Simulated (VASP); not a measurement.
Runs of VASP 6.6.1 on LiCl. The structure is that of space group P6_3/mmc (No. 194), or close to it. The cells are those of the table. 

```csv
task,level,potentials or basis,cell,k mesh,cutoff (eV),smearing,gap on the mesh (eV)
dielectric tensor,PBE,"VASP PAW PBE potentials, release 64 (Li_sv, Cl)","a = 3.575, b = 3.575, c = 6.024 Å, angles 90.0, 90.0, 120.0°, 4 atoms",6 × 6 × 4,520,gaussian 0.01 eV,6.37
single point,PBE,"VASP PAW PBE potentials, release 64 (Li_sv, Cl)","a = 3.575, b = 3.575, c = 6.024 Å, angles 90.0, 90.0, 120.0°, 4 atoms",6 × 6 × 2,520,gaussian 0.01 eV,6.37
single point,PBE,"VASP PAW PBE potentials, release 64 (Li_sv, Cl)","a = 3.575, b = 3.575, c = 6.024 Å, angles 90.0, 90.0, 120.0°, 4 atoms",12 × 12 × 4,520,fermi-dirac 0.02 eV,(a)
single point,r2SCAN,"VASP PAW PBE potentials, release 64 (Li_sv, Cl)","a = 3.575, b = 3.575, c = 6.024 Å, angles 90.0, 90.0, 120.0°, 4 atoms",12 × 12 × 4,520,fermi-dirac 0.02 eV,7.33
relaxation of cell and atoms,PBE,"VASP PAW PBE potentials, release 64 (Li_sv, Cl)","relaxed from a = 3.174, b = 3.174, c = 5.174 Å, angles 90.0, 90.0, 120.0°, 4 atoms",12 × 12 × 4,600,fermi-dirac 0.02 eV,6.33
single point,r2SCAN,"VASP PAW PBE potentials, release 64 (Li_sv, Cl)","a = 3.575, b = 3.575, c = 6.024 Å, angles 90.0, 90.0, 120.0°, 4 atoms",12 × 12 × 4,520,gaussian 0.01 eV,7.33
single point,PBE,"VASP PAW PBE potentials, release 64 (Li_sv, Cl)","a = 3.600, b = 3.600, c = 6.071 Å, angles 90.0, 90.0, 120.0°, 4 atoms",12 × 12 × 4,520,fermi-dirac 0.02 eV,6.23
single point,LDA,"VASP PAW LDA potentials, release 64 (Li_sv, Cl)","a = 3.473, b = 3.473, c = 5.848 Å, angles 90.0, 90.0, 120.0°, 4 atoms",12 × 12 × 4,520,fermi-dirac 0.02 eV,(b)
single point,PBEsol,"VASP PAW PBE potentials, release 64 (Li_sv, Cl)","a = 3.540, b = 3.540, c = 5.975 Å, angles 90.0, 90.0, 120.0°, 4 atoms",12 × 12 × 4,520,fermi-dirac 0.02 eV,6.32
single point,LDA,"VASP PAW LDA potentials, release 64 (Li_sv, Cl)","a = 3.575, b = 3.575, c = 6.024 Å, angles 90.0, 90.0, 120.0°, 4 atoms",12 × 12 × 4,520,gaussian 0.01 eV,6.03
```

Alike in all rows: no spin polarisation.

Q: Fill in the values left out.

A: (a) 6.36; (b) 6.54.

Caveats: some runs use coarse meshes.

A k mesh can miss the band edges.
